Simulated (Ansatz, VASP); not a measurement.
## One calculation of RuF2, two programs

Contents of POSCAR:

```
RuF2
1.0
    1.4766179400      0.8525257600      4.4643721500
   -1.4766179400      0.8525257600      4.4643721500
    0.0000000000     -1.7050515300      4.4643721500
Ru F
1 2
Direct
    0.0000000000      0.0000000000      0.0000000000
    0.2520000000      0.2520000000      0.2520000000
    0.7480000000      0.7480000000      0.7480000000
```

INCAR.step1

```
PREC     = Accurate       # precision mode
ENCUT    = 770            # plane-wave cutoff, eV
ISMEAR   = 0              # smearing method
SIGMA    = 0.05           # smearing width, eV
LREAL    = False          # projectors in reciprocal space
LASPH    = True           # aspherical terms in the spheres
NELM     = 200            # most SCF steps
ISPIN    = 2              # spin polarisation
MAGMOM   = 1 0 0          # initial moments
LMAXMIX  = 4              # l up to which the mixer works
LDAU     = True           # DFT+U
LDAUTYPE = 2            
LDAUL    = 2 -1           # shell
LDAUU    = 4 0            # U, eV
LDAUJ    = 0 0          
NBANDS   = 26             # bands
GGA      = PE             # functional
ALGO     = Normal         # electronic algorithm
EDIFF    = 1E-5           # SCF threshold, eV
LWAVE    = True           # write WAVECAR
LCHARG   = False          # write CHGCAR
GGA_COMPAT= False
```

INCAR.step2

```
PREC     = Accurate       # precision mode
ENCUT    = 770            # plane-wave cutoff, eV
EDIFF    = 1E-6           # SCF threshold, eV
ISMEAR   = 0              # smearing method
SIGMA    = 0.05           # smearing width, eV
LREAL    = False          # projectors in reciprocal space
LASPH    = True           # aspherical terms in the spheres
NELM     = 200            # most SCF steps
ALGO     = Normal         # electronic algorithm
ISIF     = 2              # what is computed and relaxed
LWAVE    = False          # write WAVECAR
LCHARG   = True           # write CHGCAR
ISPIN    = 2              # spin polarisation
MAGMOM   = 1 0 0          # initial moments
LORBIT   = 11             # projections on sites
LMAXMIX  = 4              # l up to which the mixer works
LDAU     = True           # DFT+U
LDAUTYPE = 2            
LDAUL    = 2 -1           # shell
LDAUU    = 4 0            # U, eV
LDAUJ    = 0 0          
LDAUPRINT= 1            
METAGGA  = R2SCAN         # meta-GGA
LMIXTAU  = True         
LELF     = True           # ELF
LVHAR    = True         
NBANDS   = 26             # bands
ISTART   = 1            
GGA_COMPAT= False
```

File KPOINTS:

```
Automatic mesh
0
Gamma
  7 7 7
```

input.yaml

```yaml
crystal:
  lattice:
    - [1.47661794, 0.85252576, 4.46437215]
    - [-1.47661794, 0.85252576, 4.46437215]
    - [0.0, -1.70505153, 4.46437215]
  atoms:
    - { symbol: Ru, position: [0.0, 0.0, 0.0], spin: 1.0 }
    - { symbol: F, position: [0.252, 0.252, 0.252] }
    - { symbol: F, position: [0.748, 0.748, 0.748] }
hamiltonian:
  xc: r2scan
  pseudopotentials: { kind: paw }
  hubbard: { sites: [{ species: Ru, l: d, u_eff: 4.0 }] }
magnetization:
  spin_polarized: true
kpoints:
  mp_grid: { grid: [7, 7, 7] }
scf:
  occupations: { method: gaussian, width: 0.05 }
output:
  forces: true
  stress: true
  eigenvalues: true
```

Alike in both runs: task single point; functional r2SCAN; k mesh 7 × 7 × 7; occupations gaussian, width 0.05 eV; collinear spin; Hubbard terms Ru d U = 4.0 eV.

|  | VASP | Ansatz |
| --- | --- | --- |
| version | VASP 6.6.1 | Ansatz 0.2.0 |
| potentials or method | VASP PAW PBE potentials, release 64 (Ru_sv, F) | Ansatz PAW |
| plane-wave cutoff (eV) | 770 | 500 |
| valence electrons in the cell | 30 | 30 |

```csv
,VASP,Ansatz,Ansatz less VASP
gap on the k mesh at the Fermi level (eV),3.68,4.39,+0.712
least direct gap on the mesh (eV),4.06,4.58,+0.520
rms of the force components (eV/Å),0.823,0.789,-0.0337
net moment per atom (μB),0.00,0.00,0.000
```

VASP's potentials were made for PBE, not for r2SCAN. The programs project onto different local orbitals, so the same U acts differently, and such runs can settle in different states. Atom by atom the forces differ by 0.034 eV/Å (rms over components).

Noted on Ansatz's run: the magnetic or orbital state may not be the lowest; odd divisions of the mesh miss points on the zone boundary, where band edges often lie, so the gap on the mesh can be too wide.
